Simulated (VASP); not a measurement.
## B: single point with LDA

B:

```
CELL_PARAMETERS angstrom
2.10039 0.00000 0.00000
-1.05019 1.81899 0.00000
0.00000 0.00000 3.40263
ATOMIC_POSITIONS crystal
B 0.27333 0.63667 0.20500
B 0.72667 0.36333 0.79500
```

This cell differs from its parent crystal: shortest bond scaled by 0.82.

```
Program                : VASP 6.6.1
Task                   : single point
Functional             : LDA
Potentials or basis    : VASP PAW LDA potentials, release 64 (B)
Cutoff                 : 520 eV
k mesh                 : 16 × 16 × 9
Occupations            : fermi-dirac, width 0.05 eV
Spin                   : no spin polarisation
Dipole correction      : no
Further INCAR settings : ALGO = Normal; EDIFF = 1e-06; NBANDS = 10
```

```json
{"Pressure": "-10.2 GPa", "Largest force": "0.917 eV/Å", "Band gap on the k mesh": "zero (bands 3 and 4 overlap by 7.17 eV)"}
```

Forces in eV/Å, atoms in the order of the input:
```
B    0.173  0.100  0.895
B   -0.173 -0.100 -0.895
```

Stress tensor (GPa, compression positive):
```
-23.11  -9.20  12.93
 -9.20 -12.49   7.47
 12.93   7.47   5.10
```

Levels at points of the mesh, in eV from the Fermi level:
```tsv
k point	band 1	band 2	band 3	band 4	band 5	band 6	band 7	band 8
(0.00, 0.00, 0.00)	-18.05	-8.38	-5.33	10.48	12.13	13.07	14.99	17.37
(0.50, 0.00, 0.00)	-9.54	-9.15	1.13	1.39	3.82	4.90	5.01	12.39
(0.00, 0.50, 0.00)	-9.87	-8.46	-0.53	1.40	3.61	5.21	7.14	10.97
```

Wall time 56 s on 1 thread of Intel Xeon 8259CL (shared host), peak memory 0.17 GiB.

Caveat: the cell differs from its parent crystal (shortest bond scaled by 0.82); the cell stands under tension.
